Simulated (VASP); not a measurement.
# Ge (Imma) in VASP: single point with r2SCAN

Aim: the single point of Ge with r2SCAN.

All numbers are computed with VASP 6.6.1; they aren't measurements. Logs are shortened: lines on timing, memory, paths and dates and some standing lists are left out, and cuts for length are marked.

### 1 The cell of the first run

The typed cell holds 2 atoms: a = 3.903 Å, b = 3.903 Å, c = 3.903 Å, α = 97.48°, β = 97.51°, γ = 137.66°.

### 2 Single point, r2SCAN

POSCAR

```
Ge
1.0
   -2.5738610839      2.5731635146      1.4093216048
    2.5738610839     -2.5731635146      1.4093216048
    2.5738610839      2.5731635146     -1.4093216048
Ge
2
Direct
    0.1247885765      0.8747885765      0.2500000000
    0.8752114235      0.1252114235      0.7500000000
```

INCAR.step1

```
SYSTEM = Ge
PREC = Accurate
ENCUT = 520
ISMEAR = 0
SIGMA = 0.15
LREAL = .False.
LASPH = .True.
NELM = 80
NBANDS = 21
GGA = PE
ALGO = Normal
EDIFF = 1E-4
LWAVE = .True.
LCHARG = .False.
```

INCAR.step2

```
SYSTEM = Ge
PREC = Accurate
ENCUT = 520
EDIFF = 1E-6
ISMEAR = 0
SIGMA = 0.15
LREAL = .False.
LASPH = .True.
NELM = 80
ALGO = Normal
ISIF = 2
LWAVE = .False.
LCHARG = .False.
METAGGA = R2SCAN
LMIXTAU = .True.
NBANDS = 21
ISTART = 1
```

KPOINTS

```
regular mesh
0
Gamma
  14 14 14
  0 0 0
```

Potentials or basis: VASP PAW PBE potentials, release 64 (Ge_d).

On the command line:

```
cat potpaw_PBE.64/Ge_d/POTCAR > POTCAR
cp INCAR.step1 INCAR
mpirun -np 1 vasp_std > vasp.out
cp INCAR.step2 INCAR
mpirun -np 1 vasp_std > vasp.out
```

OUTCAR:

```text
SYSTEM = Ge
   PREC = Accurate
   ENCUT = 520
   EDIFF = 1E-6
   ISMEAR = 0
   LREAL = .False.
   LASPH = .True.
   NELM = 80
   ISIF = 2
   METAGGA = R2SCAN
   ISTART = 1

 ion  position               nearest neighbor table
   1  0.125  0.875  0.250-   2 2.67   2 2.67   2 2.67   2 2.67
   2  0.875  0.125  0.750-   1 2.67   1 2.67   1 2.67   1 2.67

  LATTYP: Found a body centered orthorhombic cell.
 ALAT       =     2.8186432096
 B/A-ratio  =     1.8258171207
 C/A-ratio  =     1.8263120888

  Lattice vectors:

 A1 = (  -2.5738610839,   2.5731635146,  -1.4093216048)
 A2 = (  -2.5738610839,  -2.5731635146,   1.4093216048)
 A3 = (   2.5738610839,   2.5731635146,   1.4093216048)

Analysis of symmetry for initial positions (statically):
=====================================================================
 Subroutine PRICEL returns:
 Original cell was already a primitive cell.

 Routine SETGRP: Setting up the symmetry group for a
 body centered orthorhombic supercell.

 Subroutine GETGRP returns: Found  8 space group operations
 (whereof  4 operations were pure point group operations)
 out of a pool of  8 trial point group operations.

The static configuration has the point symmetry C_2h.
 The point group associated with its full space group is D_2h.

Analysis of symmetry for dynamics (positions and initial velocities):
=====================================================================
 Subroutine PRICEL returns:
 Original cell was already a primitive cell.

 Routine SETGRP: Setting up the symmetry group for a
 body centered orthorhombic supercell.

 Subroutine GETGRP returns: Found  8 space group operations
 (whereof  4 operations were pure point group operations)
 out of a pool of  8 trial point group operations.

The dynamic configuration has the point symmetry C_2h.
 The point group associated with its full space group is D_2h.

 Subroutine INISYM returns: Found  8 space group operations
 (whereof  4 operations are pure point group operations),
 and found     1 'primitive' translations

----------------------------------------------------------------------------------------

                                     Primitive cell

  volume of cell :      37.3356

  direct lattice vectors                    reciprocal lattice vectors
    -2.573861084  2.573163515  1.409321605     0.000000000  0.194313341  0.354780625
     2.573861084 -2.573163515  1.409321605     0.194260678  0.000000000  0.354780625
     2.573861084  2.573163515 -1.409321605     0.194260678  0.194313341  0.000000000

  length of vectors
     3.902834705  3.902834705  3.902834705     0.404508302  0.404483007  0.274763327

  position of ions in fractional coordinates (direct lattice)
     0.124788577  0.874788577  0.250000000
     0.875211423  0.125211423  0.750000000

  ion indices of the primitive-cell ions
   primitive index   ion index
                 1           1
                 2           2

----------------------------------------------------------------------------------------

 KPOINTS: regular mesh

Automatic generation of k-mesh.
 Grid dimensions read from file:
 generate k-points for:   14   14   14

 Generating k-lattice:

  Cartesian coordinates                     Fractional coordinates (reciprocal lattice)
     0.000000000  0.013879524  0.025341473     0.071428571  0.000000000  0.000000000
     0.013875763  0.000000000  0.025341473     0.000000000  0.071428571  0.000000000
     0.013875763  0.013879524  0.000000000     0.000000000  0.000000000  0.071428571

  Length of vectors
     0.028893450  0.028891643  0.019625952

  Shift w.r.t. Gamma in fractional coordinates (k-lattice)
     0.000000000  0.000000000  0.000000000

 Subroutine IBZKPT returns following result:
 ===========================================

 Found    428 irreducible k-points:

 Following reciprocal coordinates:
            Coordinates               Weight
  0.000000  0.000000  0.000000      1.000000
  0.071429 -0.000000  0.000000      4.000000
  0.142857  0.000000  0.000000      4.000000
  0.214286  0.000000  0.000000      4.000000
  0.285714  0.000000 -0.000000      4.000000
  0.357143  0.000000 -0.000000      4.000000
[... 16 lines left out ...]
  0.000000  0.142857  0.000000      4.000000
  0.071429  0.142857  0.000000      8.000000
 [... further k-points ...]
   k-points           NKPTS =    428   k-points in BZ     NKDIM =    428   number of bands    NBANDS=     21
   number of dos      NEDOS =    301   number of ions     NIONS =      2
   total plane-waves  NPLWV =  27000
   dimension x,y,z NGX =    30 NGY =   30 NGZ =   30
   dimension x,y,z NGXF=    60 NGYF=   60 NGZF=   60
   ions per type =               2
   NGX,Y,Z   is equivalent  to a cutoff of  12.78, 12.78, 12.78 a.u.
   NGXF,Y,Z  is equivalent  to a cutoff of  25.56, 25.56, 25.56 a.u.
 SYSTEM =  Ge
   PREC   = accura    normal or accurate (medium, high low for compatibility)
   ISTART =      1    job   : 0-new  1-cont  2-samecut
   ICHARG =      0    charge: 1-file 2-atom 10-const
   ISPIN  =      1    spin polarized calculation?
   LNONCOLLINEAR =      F non collinear calculations
   LSORBIT =      F    spin-orbit coupling
   LASPH  =      T    aspherical Exc in radial PAW
   ENCUT  =  520.0 eV  38.22 Ry    6.18 a.u.   7.26  7.26  7.26*2*pi/ulx,y,z
   NELM   =     80;   NELMIN=  2; NELMDL=  0     # of ELM steps
   EDIFF  = 0.1E-05   stopping-criterion for ELM
   LREAL  =      F    real-space projection
   EDIFFG = 0.1E-04   stopping-criterion for IOM
   NSW    =      0    number of steps for IOM
   IBRION =     -1    ionic relax: 0-MD 1-quasi-New 2-CG
   NFREE  =      0    steps in history (QN), initial steepest desc. (CG)
   ISIF   =      2    stress and relaxation
   ISYM   =      2    0-nonsym 1-usesym 2-fastsym
   POTIM  = 0.5000    time-step for ionic-motion
   TEBEG  =    0.0;   TEEND  =   0.0 temperature during run
   PSTRESS=    0.0 pullay stress
   NELECT =      28.0000    total number of electrons
   NUPDOWN=      -1.0000    fix difference up-down
   EMIN   =  10.00;   EMAX   =-10.00  energy-range for DOS
   EFERMI =   0.00;   METHOD = LEGACY
   ISMEAR =     0;   SIGMA  =   0.15  broadening in eV -4-tet -1-fermi 0-gaus
   EFERMI_NEDOS =   21; number of points for ismear=-14 and -15
   IALGO  =     38    algorithm
   IMIX   =      4    mixing-type and parameters
     AMIX     =   0.40;   BMIX     =  1.00
     AMIX_MAG =   1.60;   BMIX_MAG =  1.00
  volume/ion in A,a.u.               =      18.67       125.98
  Fermi-wavevector in a.u.,A,eV,Ry     =   1.487373  2.810728 30.099887  2.212279
  Thomas-Fermi vector in A             =   2.600542
   LORBIT       =      0    0 simple, 1 ext, 2 COOP (PROOUT), +10 PAW based schemes
   METAGGA = R2SCAN    functional components
   LHFCALC =     F    Hartree Fock is set to
   AEXX    =    0.0000 exact exchange contribution
   IVDW    =     0    specifies the selected vdW correction
   LEPSILON=     F    determine dielectric tensor
   LRPA    =     F    only Hartree local field effects (RPA)
 non-spin polarized calculation
 Gauss-broadening in eV      SIGMA  =   0.15
  energy-cutoff  :      520.00
  volume of cell :       37.34
 maximum number of plane-waves:      1029
 NGX is ok and might be reduce to    30
   NGX = 15   NGY = 15   NGZ = 15

 number of electron      28.0000019 magnetization

 Free energy of the ion-electron system (eV)
  ---------------------------------------------------
  ext. energy  EPLUGINS =         0.00000000
  ---------------------------------------------------
  free energy    TOTEN  =       -27.02689546 eV

  energy without entropy =      -27.01770055  energy(sigma->0) =      -27.02229801

 E-fermi :   6.5733     XC(G=0): -12.3333

 val. band max:        6.5708442796   @ k =   0.1429   0.2857  -0.0000
 cond. band min:       6.5746464138   @ k =   0.1429   0.1429   0.1429
 fundamental gap:      0.0038021341
 Fermi energy:         6.5732720642

 k-point     1 :       0.0000    0.0000    0.0000
  band No.  band energies     occupation
      1     -18.8891      2.00000
      2     -18.8366      2.00000
      3     -18.8070      2.00000
      4     -18.8042      2.00000
      5     -18.6983      2.00000
      6     -18.6979      2.00000
[... 13 lines left out ...]
     20      18.7927      0.00000
     21      19.6982      0.00000

 k-point     2 :       0.0714   -0.0000    0.0000
  band No.  band energies     occupation
      1     -18.8871      2.00000
      2     -18.8299      2.00000
      3     -18.8043      2.00000
      4     -18.7959      2.00000
      5     -18.7037      2.00000
      6     -18.7032      2.00000
[... 13 lines left out ...]
     20      18.7738      0.00000
     21      19.8775      0.00000

 k-point     3 :       0.1429    0.0000    0.0000
  band No.  band energies     occupation
      1     -18.8808      2.00000
      2     -18.8120      2.00000
      3     -18.7967      2.00000
      4     -18.7752      2.00000
      5     -18.7161      2.00000
      6     -18.7097      2.00000
[... 13 lines left out ...]
     20      17.6982      0.00000
     21      18.3457      0.00000

 k-point     4 :       0.2143    0.0000    0.0000
  band No.  band energies     occupation
      1     -18.8711      2.00000
      2     -18.7904      2.00000
      3     -18.7859      2.00000
      4     -18.7562      2.00000
      5     -18.7308      2.00000
      6     -18.7073      2.00000
[... 13 lines left out ...]
     20      16.4730      0.00000
     21      17.9197      0.00000

 k-point     5 :       0.2857    0.0000   -0.0000
  band No.  band energies     occupation
      1     -18.8604      2.00000
      2     -18.7767      2.00000
      3     -18.7762      2.00000
      4     -18.7561      2.00000
      5     -18.7422      2.00000
      6     -18.7126      2.00000
[... 13 lines left out ...]
     20      15.5913      0.00000
     21      18.3666      0.00000
[... 382 lines left out ...]
     20      19.0335      0.00000
     21      19.7205      0.00000

 k-point    22 :      -0.0714    0.0714    0.0000
  band No.  band energies     occupation
      1     -18.8863      2.00000
      2     -18.8372      2.00000
      3     -18.8060      2.00000
      4     -18.8044      2.00000
      5     -18.6994      2.00000
      6     -18.6965      2.00000
[... 13 lines left out ...]
     20      19.1770      0.00000
     21      19.6043      0.00000

 k-point    23 :       0.0000    0.1429    0.0000
  band No.  band energies     occupation
      1     -18.8808      2.00000
      2     -18.8120      2.00000
      3     -18.7967      2.00000
      4     -18.7752      2.00000
      5     -18.7162      2.00000
      6     -18.7096      2.00000
[... 13 lines left out ...]
     20      17.6959      0.00000
     21      18.3543      0.00000

 k-point    24 :       0.0714    0.1429    0.0000
  band No.  band energies     occupation
      1     -18.8753      2.00000
      2     -18.7896      2.00000
      3     -18.7879      2.00000
      4     -18.7488      2.00000
      5     -18.7292      2.00000
      6     -18.7182      2.00000
[... 13 lines left out ...]
     20      16.4616      0.00000
     21      17.4045      0.00000

 [... further k-points ...]
[... 5 lines left out ...]
  --------------------------------------------------------------------------------------
  -------------------------------------------------------------------------------------
  Total       -0.1927960     -0.1895508      0.2153522      0.0000000      0.0000000      0.0000000
  in kB       -8.2734380     -8.1341786      9.2413891      0.0000000      0.0000000      0.0000000
  external PRESSURE =      -2.3887425 kB  Pullay stress =       0.0000000 kB

 VOLUME and BASIS-vectors are now :
 -----------------------------------------------------------------------------
  energy-cutoff  :      520.00
  volume of cell :       37.34
      direct lattice vectors                 reciprocal lattice vectors
    -2.573861084  2.573163515  1.409321605     0.000000000  0.194313341  0.354780625
     2.573861084 -2.573163515  1.409321605     0.194260678  0.000000000  0.354780625
     2.573861084  2.573163515 -1.409321605     0.194260678  0.194313341  0.000000000

 POSITION                                       TOTAL-FORCE (eV/Angst)
 -----------------------------------------------------------------------------------
      2.57386     -1.28658      1.05640         0.000000      0.000000      0.000252
     -0.00000      3.85975      0.35293        -0.000000     -0.000000     -0.000252
 -----------------------------------------------------------------------------------
    total drift:                               -0.000000     -0.000000      0.000000

  FREE ENERGIE OF THE ION-ELECTRON SYSTEM (eV)
  ---------------------------------------------------
  free  energy   TOTEN  =       -27.0268954639 eV

  energy  without entropy=      -27.0177005517  energy(sigma->0) =      -27.02229801
```

It took 46 min on 1 thread of AMD EPYC 7R13, shared host; peak memory 0.34 GiB.

Results:

| Quantity | Value |
| --- | --- |
| Free energy | -27.0269 eV |
| Pressure | -0.2 GPa |
| Band gap on the k mesh | zero (band 14 reaches 8.45 eV, above the bottom of band 15 at 3.28 eV) |

Stress tensor (GPa, compression positive):
```
-0.83  0.00  0.00
 0.00 -0.81  0.00
 0.00  0.00  0.92
```

Levels at points of the mesh, in eV from the Fermi level:
```csv
k point,band 11,band 12,band 13,band 14,band 15,band 16,band 17,band 18
"(0.00, 0.00, 0.00)",-13.84,-4.02,-2.45,-2.45,3.83,8.01,8.02,8.37
"(0.50, 0.00, 0.00)",-8.41,-6.64,-2.64,-2.12,-1.50,2.82,3.78,5.86
"(0.00, 0.50, 0.00)",-8.41,-6.64,-2.63,-2.11,-1.49,2.82,3.78,5.85
"(0.50, 0.50, 0.00)",-10.96,-10.96,0.65,0.65,2.27,2.27,7.80,7.80
"(0.50, 0.50, 0.50)",-9.19,-9.18,-6.08,-6.08,6.30,6.31,11.68,11.68
```

Caveat: the PAW data sets were made with another functional, which shifts forces and pressure a little.
